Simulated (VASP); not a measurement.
# AlN (Cm) in VASP: further runs, part 2 of 2

VASP 6.6.1. The steps go on from the part before.

### Step 5. Single point, PBE

This run uses another cell than the first one, of the same volume but with other edges.

Contents of INCAR:

```
PREC     = Accurate       # precision mode
ENCUT    = 520            # plane-wave cutoff, eV
EDIFF    = 1E-7           # SCF threshold, eV
ISMEAR   = 0              # smearing method
SIGMA    = 0.05           # smearing width, eV
LREAL    = False          # projectors in reciprocal space
LASPH    = True           # aspherical terms in the spheres
NELM     = 80             # most SCF steps
ALGO     = Normal         # electronic algorithm
ISIF     = 2              # what is computed and relaxed
LWAVE    = False          # write WAVECAR
LCHARG   = True           # write CHGCAR
GGA      = PE             # functional
LELF     = True           # ELF
LVHAR    = True         
NBANDS   = 36             # bands
```

Contents of KPOINTS:

```
Automatic mesh
0
Gamma
  8 8 2
```

Contents of POSCAR:

```
AlN
1.0
    2.1839935596     -2.1839935596      0.0000000000
    2.1839935596      0.0000000000     -2.1839935596
   11.2838211250      7.4620507951      7.4620507951
Al N
6 6
Direct
    0.6302298600      0.6302298600      0.0624666667
   -0.5225201400     -0.5225201400      0.8958000000
    0.1996798600      0.1996798600      0.2291333333
    0.3385798600      0.3385798600      0.5624666667
   -0.2308701400     -0.2308701400      0.3958000000
   -0.0919701400     -0.0919701400      0.7291333333
    0.4114923600      0.4114923600      0.4374666667
    0.8420423600      0.8420423600      0.2708000000
   -0.0190576400     -0.0190576400      0.6041333333
    0.1198423600      0.1198423600      0.9374666667
   -0.4496076400     -0.4496076400      0.7708000000
    0.2725923600      0.2725923600      0.1041333333
```

Command:

```bash
cat potpaw_PBE.64/Al/POTCAR potpaw_PBE.64/N/POTCAR > POTCAR
mpirun -np 1 vasp_std > vasp.out
```

Run time: 5.4 min. Hardware: 1 thread of Intel Xeon 8259CL, shared host; peak memory 0.32 GiB.

It converged, with:

```
Free energy            : -88.0370 eV
Pressure               : 2.5 GPa
Largest force          : 0.826 eV/Å
Band gap on the k mesh : 3.25 eV (least direct gap 3.71 eV)
```

Forces in eV/Å, atoms in the order of the input:
```
Al  -0.554 -0.359 -0.359
Al  -0.362 -0.054 -0.054
Al   0.103  0.039  0.039
Al   0.038  0.038  0.038
Al   0.038  0.038  0.038
Al   0.044  0.041  0.041
N   -0.036 -0.037 -0.037
N   -0.039 -0.036 -0.036
N   -0.037 -0.038 -0.038
N    0.434  0.497  0.497
N   -0.032 -0.064 -0.064
N    0.405 -0.065 -0.065
```

Stress tensor (GPa, compression positive):
```
5.33 0.28 0.28
0.28 1.12 1.85
0.28 1.85 1.12
```

Levels at points of the mesh, in eV from the valence-band top:
```tsv
k point	band 22	band 23	band 24	band 25	band 26	band 27
(0.00, 0.00, 0.00)	-0.24	-0.16	0.00	3.71	5.07	5.39
(0.50, 0.00, 0.00)	-1.08	-0.75	-0.53	3.36	4.11	4.76
(0.50, 0.50, 0.00)	-1.11	-0.80	-0.74	3.49	3.86	4.92
(0.00, 0.00, 0.50)	-0.28	-0.24	-0.14	4.05	4.45	5.94
(0.50, 0.00, 0.50)	-0.92	-0.78	-0.55	3.36	3.99	5.13
(0.50, 0.50, 0.50)	-0.92	-0.80	-0.61	3.25	4.37	4.78
```

### Step 6. Single point, PBE

This run uses another cell than the first one, of the same volume but with other edges.

Contents of INCAR:

```
SYSTEM = AlN
ALGO = Normal ; EDIFF = 1E-7
ENCUT = 520 ; GGA = PE
ISIF = 2 ; ISMEAR = 0
LASPH = .TRUE. ; LCHARG = .FALSE.
LREAL = .FALSE. ; LWAVE = .FALSE.
NBANDS = 36 ; NELM = 80
PREC = Accurate ; SIGMA = 0.05
```

Contents of KPOINTS:

```
k-points
0
G
  8 8 2
  0 0 0
```

Contents of POSCAR:

```
AlN
1.0
    2.1839935596     -2.1839935596      0.0000000000
    2.1839935596      0.0000000000     -2.1839935596
   12.0119645778      7.0979790687      7.0979790687
Al N
6 6
Direct
    0.6198166667      0.6198166667      0.0624666667
   -0.6718500000     -0.6718500000      0.8958000000
    0.1614833333      0.1614833333      0.2291333333
    0.2448166667      0.2448166667      0.5624666667
   -0.2968500000     -0.2968500000      0.3958000000
   -0.2135166667     -0.2135166667      0.7291333333
    0.3385666667      0.3385666667      0.4374666667
    0.7969000000      0.7969000000      0.2708000000
   -0.1197666667     -0.1197666667      0.6041333333
   -0.0364333333     -0.0364333333      0.9374666667
   -0.5781000000     -0.5781000000      0.7708000000
    0.2552333333      0.2552333333      0.1041333333
```

Potentials or basis: VASP PAW PBE potentials, release 64 (Al, N).

Command:

```bash
cat potpaw_PBE.64/Al/POTCAR potpaw_PBE.64/N/POTCAR > POTCAR
mpirun -np 1 vasp_std > vasp.out
```

OUTCAR:

```text
SYSTEM = AlN
   EDIFF = 1E-7
   ENCUT = 520
   GGA = PE
   ISIF = 2
   ISMEAR = 0
   LASPH = .TRUE.
   LREAL = .FALSE.
   NELM = 80
   PREC = Accurate

 ion  position               nearest neighbor table
   1  0.620  0.620  0.062-  12 1.89  12 1.89  12 1.89  10 2.32   2 2.99   2 2.99   3 3.09   3 3.09
                             3 3.09
   2  0.328  0.328  0.896-  10 1.89  11 1.89  10 1.89  10 1.89   1 2.99   1 2.99   6 3.09   6 3.09
                             6 3.09
   3  0.161  0.161  0.229-   8 1.89  12 1.89   8 1.89   8 1.89   1 3.09   1 3.09   1 3.09   5 3.09
                             5 3.09   5 3.09
   4  0.245  0.245  0.562-   9 1.89   9 1.89   7 1.89   9 1.89   6 3.09   6 3.09   6 3.09   5 3.09
                             5 3.09   5 3.09
   5  0.703  0.703  0.396-   7 1.89   8 1.89   7 1.89   7 1.89   4 3.09   3 3.09   4 3.09   4 3.09
                             3 3.09   3 3.09
   6  0.786  0.786  0.729-  11 1.89   9 1.89  11 1.89  11 1.89   4 3.09   4 3.09   4 3.09   2 3.09
                             2 3.09   2 3.09
   7  0.339  0.339  0.437-   5 1.89   4 1.89   5 1.89   5 1.89
   8  0.797  0.797  0.271-   3 1.89   5 1.89   3 1.89   3 1.89
   9  0.880  0.880  0.604-   4 1.89   4 1.89   6 1.89   4 1.89
  10  0.964  0.964  0.937-   2 1.89   2 1.89   2 1.89   1 2.32
[... 1155 lines left out ...]

  FORCE on cell =-STRESS in cart. coord.  units (eV):
  Direction    XX          YY          ZZ          XY          YZ          ZX
  --------------------------------------------------------------------------------------
  -------------------------------------------------------------------------------------
  Total        1.4931625      2.2145980      2.2145980      1.2133614     -1.1507843      1.2133614
  in kB       19.1373738     28.3837763     28.3837763     15.5512550    -14.7492256     15.5512552
  external PRESSURE =      25.3016421 kB  Pullay stress =       0.0000000 kB

 VOLUME and BASIS-vectors are now :
 -----------------------------------------------------------------------------
  energy-cutoff  :      520.00
  volume of cell :      125.01
      direct lattice vectors                 reciprocal lattice vectors
     2.183993560 -2.183993560  0.000000000     0.124008302 -0.333868506  0.124008302
     2.183993560  0.000000000 -2.183993560     0.124008302  0.124008302 -0.333868506
    12.011964578  7.097979069  7.097979069     0.038156401  0.038156401  0.038156401

 POSITION                                       TOTAL-FORCE (eV/Angst)
 -----------------------------------------------------------------------------------
      3.45770     -0.91029     -0.91029         0.081287     -0.739367     -0.739367
     12.19367      5.64169      5.64169         0.000552     -0.167969     -0.167969
      3.45770      1.27371      1.27371         0.033516      0.062840      0.062840
      7.82569      3.45770      3.45770         0.037198      0.037064      0.037064
      7.82569      1.27371      1.27371         0.038969      0.036880      0.036880
     12.19367      3.45770      3.45770         0.043256      0.040383      0.040383
      6.73369      2.36570      2.36570        -0.036820     -0.036384     -0.036384
      6.73369      0.18171      0.18171        -0.028786     -0.041102     -0.041102
     11.10168      2.36570      2.36570        -0.039337     -0.036038     -0.036038
     15.46966      4.54970      4.54970         0.061214      0.738496      0.738496
     11.10168      4.54970      4.54970        -0.090403     -0.031847     -0.031847
      2.36570      0.18171      0.18171        -0.100647      0.137043      0.137043
 -----------------------------------------------------------------------------------
    total drift:                               -0.000295     -0.000488     -0.000488

  FREE ENERGIE OF THE ION-ELECTRON SYSTEM (eV)
  ---------------------------------------------------
  free  energy   TOTEN  =       -88.1524085925 eV

  energy  without entropy=      -88.1524085925  energy(sigma->0) =      -88.15240859
```

OSZICAR:

```text
N       E                     dE             d eps       ncg     rms          rms(c)
DAV:   1     0.177186777293E+03    0.17719E+03   -0.22363E+04  3024   0.120E+03
DAV:   2    -0.863446403315E+02   -0.26353E+03   -0.24900E+03  3948   0.244E+02
DAV:   3    -0.102129132982E+03   -0.15784E+02   -0.15687E+02  3832   0.626E+01
DAV:   4    -0.102290242386E+03   -0.16111E+00   -0.16093E+00  3776   0.714E+00
DAV:   5    -0.102292645914E+03   -0.24035E-02   -0.24028E-02  3780   0.872E-01    0.210E+01
DAV:   6    -0.881648379501E+02    0.14128E+02   -0.51341E+01  3696   0.315E+01    0.729E+00
DAV:   7    -0.882032751595E+02   -0.38437E-01   -0.18309E+00  3512   0.629E+00    0.508E+00
DAV:   8    -0.881584680514E+02    0.44807E-01   -0.17274E-01  3672   0.257E+00    0.776E-01
DAV:   9    -0.881511122188E+02    0.73558E-02   -0.36084E-02  3868   0.863E-01    0.363E-01
DAV:  10    -0.881524014205E+02   -0.12892E-02   -0.53842E-03  3748   0.381E-01    0.138E-01
DAV:  11    -0.881523975579E+02    0.38626E-05   -0.72983E-04  3708   0.176E-01    0.405E-02
DAV:  12    -0.881524046430E+02   -0.70851E-05   -0.16515E-04  3772   0.673E-02    0.188E-02
DAV:  13    -0.881524087152E+02   -0.40722E-05   -0.13384E-05  4040   0.289E-02    0.111E-02
DAV:  14    -0.881524088363E+02   -0.12115E-06   -0.34341E-06  3780   0.130E-02    0.470E-03
DAV:  15    -0.881524085699E+02    0.26644E-06   -0.22691E-06  3728   0.843E-03    0.212E-03
DAV:  16    -0.881524085925E+02   -0.22560E-07   -0.23766E-07  2508   0.284E-03
   1 F= -.88152409E+02 E0= -.88152409E+02  d E =-.313256E-14
```

It took 5.3 min on 1 thread of Intel Xeon 8259CL, shared host; peak memory 0.33 GiB.

What came out:

```
Free energy            : -88.1524 eV
Pressure               : 2.5 GPa
Largest force          : 1.049 eV/Å
Band gap on the k mesh : 3.26 eV (least direct gap 3.70 eV)
```

Forces on the atoms (eV/Å):
```
Al   0.081 -0.739 -0.739
Al   0.001 -0.168 -0.168
Al   0.034  0.063  0.063
Al   0.037  0.037  0.037
Al   0.039  0.037  0.037
Al   0.043  0.040  0.040
N   -0.037 -0.036 -0.036
N   -0.029 -0.041 -0.041
N   -0.039 -0.036 -0.036
N    0.061  0.738  0.738
N   -0.090 -0.032 -0.032
N   -0.101  0.137  0.137
```

Caveat: forces of over 1 eV/Å act on the atoms, so gaps and moduli don't describe the material at rest.

### Step 7. Overview

```csv
cell,gap on the mesh (eV),pressure (GPa),largest force (eV/Å)
"a = 3.089, b = 3.089, c = 15.138 Å, angles 88.5, 88.5, 60.0°, 12 atoms",3.07,4.3,0.93
"a = 3.089, b = 3.089, c = 15.190 Å, angles 85.6, 85.6, 60.0°, 12 atoms",2.59,4.5,1.57
"a = 3.089, b = 3.089, c = 15.294 Å, angles 82.7, 82.7, 60.0°, 12 atoms",2.67,4.3,1.56
"a = 3.089, b = 3.089, c = 15.450 Å, angles 79.9, 79.9, 60.0°, 12 atoms",3.25,2.5,0.83
"a = 3.089, b = 3.089, c = 15.654 Å, angles 77.2, 77.2, 60.0°, 12 atoms",3.26,2.5,1.05
```

Alike in all rows: task single point; level PBE; potentials or basis VASP PAW PBE potentials, release 64 (Al, N); no spin polarisation; k mesh 8 × 8 × 2; cutoff (eV) 520; smearing gaussian 0.05 eV.

Caveats: the cell stands under pressure (at least some runs); forces of over 1 eV/Å act on the atoms, so gaps and moduli don't describe the material at rest (at least some runs).

Absolute energies hang on the potentials; compare differences alone.
